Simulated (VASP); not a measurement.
Here is a VASP 6.6.1 calculation.

File INCAR:

```
ALGO     = Normal         # electronic algorithm
EDIFF    = 1E-6           # SCF threshold, eV
ENCUT    = 520            # plane-wave cutoff, eV
GGA      = PE             # functional
ISIF     = 2              # what is computed and relaxed
ISMEAR   = -1             # smearing method
LASPH    = True           # aspherical terms in the spheres
LCHARG   = False          # write CHGCAR
LREAL    = False          # projectors in reciprocal space
LWAVE    = False          # write WAVECAR
NBANDS   = 23             # bands
NELM     = 100            # most SCF steps
PREC     = Accurate       # precision mode
SIGMA    = 0.06122561905347299 # smearing width, eV
```

KPOINTS

```
k-points
0
Gamma
  26 26 26
```

File POSCAR:

```
ZrO3
1.0
    4.2479186660      0.0000000000      0.0000000000
    0.0000000000      4.2479186660      0.0000000000
    0.0000000000      0.0000000000      4.2479186660
Zr O
1 3
Direct
    0.0000000000      0.0000000000      0.0000000000
    0.5000000000      0.0000000000      0.0000000000
    0.0000000000      0.5000000000      0.0000000000
    0.0000000000      0.0000000000      0.5000000000
```

Potentials or basis: VASP PAW PBE potentials, release 64 (Zr_sv, O).

Command:

```bash
$ cat potpaw_PBE.64/Zr_sv/POTCAR potpaw_PBE.64/O/POTCAR > POTCAR
$ mpirun -np 1 vasp_std > vasp.out
```

Q: What does it give for the pressure?

A: -6.0 GPa.

Q: What does it give for the band gap on the k mesh?

A: Zero (bands 15 and 16 overlap by 0.66 eV).

Caveat: the cell stands under tension.
